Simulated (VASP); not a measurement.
# BP (F-43m) in VASP: notebook

Runs on BP. Level: PBE. Tasks: single point, relaxation of cell and atoms.

Everything below comes from runs of VASP 6.6.1. Logs are shortened: lines on timing, memory, paths and dates and some standing lists are left out, and cuts for length are marked.

**1. The cell of the first run**

The structure is cubic, space group F-43m (No. 216). The conventional cell has a = 4.473 Å, b = 4.473 Å, c = 4.473 Å, α = 90.00°, β = 90.00°, γ = 90.00°. B (site symmetry -43m) has 4 P at 1.94 Å within 2.6 Å. P (site symmetry -43m) has 4 B at 1.94 Å within 2.6 Å.

**2. Single point, PBE**

INCAR

```
ALGO = Normal
EDIFF = 1E-6
ENCUT = 500
GGA = PE
GGA_COMPAT = False
ISIF = 2
ISMEAR = 0
LASPH = True
LCHARG = False
LREAL = False
LWAVE = False
NBANDS = 11
NELM = 120
PREC = Accurate
SIGMA = 0.01
```

KPOINTS

```
k-points
0
Gamma
  10 10 10
```

POSCAR

```
BP
1.0
    0.0000000000      2.2362658148      2.2362658148
    2.2362658148      0.0000000000      2.2362658148
    2.2362658148      2.2362658148      0.0000000000
B P
1 1
Direct
    0.0000000000      0.0000000000      0.0000000000
    0.7500000000      0.7500000000      0.7500000000
```

Potentials or basis: VASP PAW PBE potentials, release 64 (B, P).

Command:

```console
$ cat potpaw_PBE.64/B/POTCAR potpaw_PBE.64/P/POTCAR > POTCAR
$ mpirun -np 1 vasp_std > vasp.out
```

OUTCAR:

```text
EDIFF = 1E-6
   ENCUT = 500
   GGA = PE
   ISIF = 2
   ISMEAR = 0
   LASPH = True
   LREAL = False
   NELM = 120
   PREC = Accurate

 ion  position               nearest neighbor table
   1  0.000  0.000  0.000-   2 1.94   2 1.94   2 1.94   2 1.94
   2  0.750  0.750  0.750-   1 1.94   1 1.94   1 1.94   1 1.94

  LATTYP: Found a face centered cubic cell.
 ALAT       =     4.4725316296

  Lattice vectors:

 A1 = (   0.0000000000,   2.2362658148,   2.2362658148)
 A2 = (   2.2362658148,   0.0000000000,   2.2362658148)
 A3 = (   2.2362658148,   2.2362658148,   0.0000000000)

Analysis of symmetry for initial positions (statically):
=====================================================================
 Subroutine PRICEL returns:
 Original cell was already a primitive cell.

 Routine SETGRP: Setting up the symmetry group for a
 face centered cubic supercell.

 Subroutine GETGRP returns: Found 24 space group operations
 (whereof 24 operations were pure point group operations)
 out of a pool of 48 trial point group operations.

The static configuration has the point symmetry T_d .

Analysis of symmetry for dynamics (positions and initial velocities):
=====================================================================
 Subroutine PRICEL returns:
 Original cell was already a primitive cell.

 Routine SETGRP: Setting up the symmetry group for a
 face centered cubic supercell.

 Subroutine GETGRP returns: Found 24 space group operations
 (whereof 24 operations were pure point group operations)
 out of a pool of 48 trial point group operations.

The dynamic configuration has the point symmetry T_d .

 Subroutine INISYM returns: Found 24 space group operations
 (whereof 24 operations are pure point group operations),
 and found     1 'primitive' translations

----------------------------------------------------------------------------------------

                                     Primitive cell

  volume of cell :      22.3666

  direct lattice vectors                    reciprocal lattice vectors
     0.000000000  2.236265815  2.236265815    -0.223587016  0.223587016  0.223587016
     2.236265815  0.000000000  2.236265815     0.223587016 -0.223587016  0.223587016
     2.236265815  2.236265815  0.000000000     0.223587016  0.223587016 -0.223587016

  length of vectors
     3.162557444  3.162557444  3.162557444     0.387264071  0.387264071  0.387264071

  position of ions in fractional coordinates (direct lattice)
     0.000000000  0.000000000  0.000000000
[... 85 lines left out ...]
   ISYM   =      2    0-nonsym 1-usesym 2-fastsym
   POTIM  = 0.5000    time-step for ionic-motion
   TEBEG  =    0.0;   TEEND  =   0.0 temperature during run
   PSTRESS=    0.0 pullay stress
   NELECT =       8.0000    total number of electrons
   NUPDOWN=      -1.0000    fix difference up-down
   EMIN   =  10.00;   EMAX   =-10.00  energy-range for DOS
   EFERMI =   0.00;   METHOD = LEGACY
   ISMEAR =     0;   SIGMA  =   0.01  broadening in eV -4-tet -1-fermi 0-gaus
   EFERMI_NEDOS =   21; number of points for ismear=-14 and -15
   IALGO  =     38    algorithm
   IMIX   =      4    mixing-type and parameters
     AMIX     =   0.40;   BMIX     =  1.00
     AMIX_MAG =   1.60;   BMIX_MAG =  1.00
  volume/ion in A,a.u.               =      11.18        75.47
  Fermi-wavevector in a.u.,A,eV,Ry     =   1.162085  2.196023 18.373887  1.350443
  Thomas-Fermi vector in A             =   2.298650
   LORBIT       =      0    0 simple, 1 ext, 2 COOP (PROOUT), +10 PAW based schemes
   GGA     = PE    functional components
   LHFCALC =     F    Hartree Fock is set to
   AEXX    =    0.0000 exact exchange contribution
   IVDW    =     0    specifies the selected vdW correction
   LEPSILON=     F    determine dielectric tensor
   LRPA    =     F    only Hartree local field effects (RPA)
 non-spin polarized calculation
 Gauss-broadening in eV      SIGMA  =   0.01
  energy-cutoff  :      500.00
  volume of cell :       22.37
 maximum number of plane-waves:       588
   NGX = 11   NGY = 11   NGZ = 11

 number of electron       8.0000001 magnetization

 Free energy of the ion-electron system (eV)
  ---------------------------------------------------
  ext. energy  EPLUGINS =         0.00000000
  ---------------------------------------------------
  free energy    TOTEN  =       -12.90061519 eV

  energy without entropy =      -12.90061519  energy(sigma->0) =      -12.90061519

 E-fermi :   8.0352     XC(G=0): -11.0958

 val. band max:        7.9564931547   @ k =   0.0000   0.0000   0.0000
 cond. band min:       9.1351576043   @ k =   0.4000   0.4000   0.0000
 fundamental gap:      1.1786644496
 Fermi energy:         8.0352129469

 k-point     1 :       0.0000    0.0000    0.0000
  band No.  band energies     occupation
      1      -7.8983      2.00000
      2       7.9565      2.00000
      3       7.9565      2.00000
      4       7.9565      2.00000
      5      11.4251      0.00000
      6      11.4251      0.00000
      7      11.4251      0.00000
      8      16.0034      0.00000
      9      19.7722      0.00000
     10      20.2119      0.00000
     11      20.2119      0.00000
[... 309 lines left out ...]
 k-point    24 :       0.4000    0.3000    0.0000
  band No.  band energies     occupation
      1      -4.8428      2.00000
      2       1.7017      2.00000
      3       3.7443      2.00000
      4       4.3040      2.00000
      5       9.7334      0.00000
      6      11.5654      0.00000
      7      17.7229      0.00000
      8      17.7617      0.00000
      9      22.4757      0.00000
     10      23.4716      0.00000
     11      25.6569      0.00000

 [... further k-points ...]

------------------------ aborting loop because EDIFF is reached ----------------------------------------

  FORCE on cell =-STRESS in cart. coord.  units (eV):
  Direction    XX          YY          ZZ          XY          YZ          ZX
  --------------------------------------------------------------------------------------
  -------------------------------------------------------------------------------------
  Total        1.2177539      1.2177539      1.2177539      0.0000000     -0.0000000      0.0000000
  in kB       87.2308001     87.2308001     87.2308001      0.0000000     -0.0000000      0.0000000
  external PRESSURE =      87.2308001 kB  Pullay stress =       0.0000000 kB

 VOLUME and BASIS-vectors are now :
 -----------------------------------------------------------------------------
  energy-cutoff  :      500.00
  volume of cell :       22.37
      direct lattice vectors                 reciprocal lattice vectors
     0.000000000  2.236265815  2.236265815    -0.223587016  0.223587016  0.223587016
     2.236265815  0.000000000  2.236265815     0.223587016 -0.223587016  0.223587016
     2.236265815  2.236265815  0.000000000     0.223587016  0.223587016 -0.223587016

 POSITION                                       TOTAL-FORCE (eV/Angst)
 -----------------------------------------------------------------------------------
      0.00000      0.00000      0.00000         0.000000      0.000000      0.000000
      3.35440      3.35440      3.35440        -0.000000     -0.000000     -0.000000
 -----------------------------------------------------------------------------------
    total drift:                               -0.000000     -0.000000     -0.000000

  FREE ENERGIE OF THE ION-ELECTRON SYSTEM (eV)
  ---------------------------------------------------
  free  energy   TOTEN  =       -12.9006151877 eV

  energy  without entropy=      -12.9006151877  energy(sigma->0) =      -12.90061519
```

OSZICAR:

```text
N       E                     dE             d eps       ncg     rms          rms(c)
DAV:   1     0.775858266370E+01    0.77586E+01   -0.38743E+03  1050   0.637E+02
DAV:   2    -0.131712484773E+02   -0.20930E+02   -0.19880E+02  1401   0.108E+02
DAV:   3    -0.137025941583E+02   -0.53135E+00   -0.53025E+00  1316   0.148E+01
DAV:   4    -0.137045792089E+02   -0.19851E-02   -0.19849E-02  1178   0.107E+00
DAV:   5    -0.137045889857E+02   -0.97768E-05   -0.97766E-05  1278   0.739E-02    0.768E+00
DAV:   6    -0.130133028947E+02    0.69129E+00   -0.15150E+00  1169   0.546E+00    0.413E+00
DAV:   7    -0.129083502478E+02    0.10495E+00   -0.27781E-01  1283   0.262E+00    0.139E+00
DAV:   8    -0.129000932798E+02    0.82570E-02   -0.28202E-02  1218   0.974E-01    0.207E-01
DAV:   9    -0.129004123805E+02   -0.31910E-03   -0.70125E-04  1204   0.183E-01    0.138E-01
DAV:  10    -0.129006036924E+02   -0.19131E-03   -0.23760E-04  1163   0.974E-02    0.292E-02
DAV:  11    -0.129006142884E+02   -0.10596E-04   -0.11595E-05  1306   0.225E-02    0.368E-02
DAV:  12    -0.129006151877E+02   -0.89930E-06   -0.45237E-06  1160   0.105E-02
   1 F= -.12900615E+02 E0= -.12900615E+02  d E =-.207045E-31
```

stdout:

```text
POSCAR found type information on POSCAR B P
 POSCAR found :  2 types and       2 ions
 scaLAPACK will be used
 LDA part: xc-table for (Slater+PW92), standard interpolation
 POSCAR, INCAR and KPOINTS ok, starting setup
 FFT: planning ... GRIDC
 FFT: planning ... GRID_SOFT
 FFT: planning ... GRID
 WAVECAR not read
 entering main loop
```

Wall time 13 s (1 thread of Intel Xeon Platinum 8259CL at 2.50GHz (Skylake/Cascade Lake), shared host); peak memory 0.13 GiB.

Results:

- Free energy: -12.9006 eV
- Pressure: 8.7 GPa
- Band gap on the k mesh: 1.18 eV (least direct gap 3.47 eV)

Caveat: the cell stands under pressure. A k mesh can miss the band edges.

(Part 1 of 2 ends here.)
